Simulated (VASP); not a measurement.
Ge:

```xyz
1
Lattice="3.0102 0.0000 0.0000 -1.5051 2.6069 0.0000 0.0000 0.0000 2.5258" Properties=species:S:1:pos:R:3 pbc="T T T"
Ge    0.0000    0.0000    0.0000
```

* Program: VASP 6.6.1
* Task: relaxation of cell and atoms
* Functional: PBE
* Potentials or basis: VASP PAW PBE potentials, release 64 (Ge_d)
* Cutoff: 600 eV
* k mesh: 6 × 6 × 6
* Occupations: gaussian, width 0.1 eV
* Spin: no spin polarisation

At the start: pressure -0.5 GPa; volume 19.82 Å³/atom.

Problem. Where does the relaxation end?

Solution. Over 7 steps the energy falls by 166.1 meV/atom and the volume is 19.71 Å³/atom (-0.6 %); space group P6/mmm (No. 191, to 0.05 Å).

Step by step:
| step | energy change (eV) | largest force (eV/Å) | pressure (GPa) | volume (Å³) |
| --- | --- | --- | --- | --- |
| 1 | 0.0000 | 0.0000 | -0.50 | 19.82 |
| 2 | -0.1234 | 0.0000 | -0.50 | 19.60 |
| 3 | 0.0795 | 0.0000 | 11.44 | 18.40 |
| 4 | -0.1642 | 0.0000 | 0.93 | 19.32 |
| 5 | -0.1643 | 0.0000 | 1.42 | 19.34 |
| 6 | -0.1657 | 0.0000 | -0.43 | 19.90 |
| 7 | -0.1661 | 0.0000 | -0.04 | 19.71 |

Final structure:
```xyz
1
Lattice="2.8491 0.0000 0.0000 -1.4245 2.4674 0.0000 0.0000 0.0000 2.8038" Properties=species:S:1:pos:R:3 pbc="T T T"
Ge    0.0000    0.0000    0.0000
```

Caveat: the k points lie up to 0.42 Å⁻¹ apart in the final cell.
